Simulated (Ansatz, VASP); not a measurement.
## K2F3 in VASP and in Ansatz

```
K F
1.0
     8.68319    0.00000    0.00000
    -4.34160    7.51987    0.00000
     0.00000    0.00000   31.17891
K F
2 3
Direct
  0.33333 0.66667 0.28866
  0.66667 0.33333 0.28865
  0.50000 0.50000 0.28866
  0.50000 0.00000 0.28866
  0.00000 0.50000 0.28866
```

Change from the starting cell: species swapped into a sheet of the Ag3As2 type.

Alike in both runs: functional PBE; k mesh 6 × 6 × 1; occupations gaussian, width 0.1 eV; collinear spin.

Ansatz relaxed the structure, and its values are those at the end. VASP's run is a single point on that final structure, the one shown.

```csv
,VASP,Ansatz
version,VASP 6.6.1,Ansatz 0.2.0
potentials or method,"VASP PAW PBE potentials, release 64 (K_sv, F), cutoff 520 eV","scalar-relativistic, plane waves, PAW"
valence electrons in the cell,39,39
```

|  | VASP | Ansatz | Ansatz less VASP |
| --- | --- | --- | --- |
| gap on the k mesh at the Fermi level (eV) | none | none | - |
| net moment per atom (μB) | 0.20 | 0.20 | 0.000 |
| size of the moment on the site where the two differ most (μB) | 0.28 | 0.32 | +0.041 |

Site moments also hang on the region over which each program counts them. A gap of «none» marks a metal or a gap that the smearing closes. Ansatz's warnings: xc potential rough in thin density.
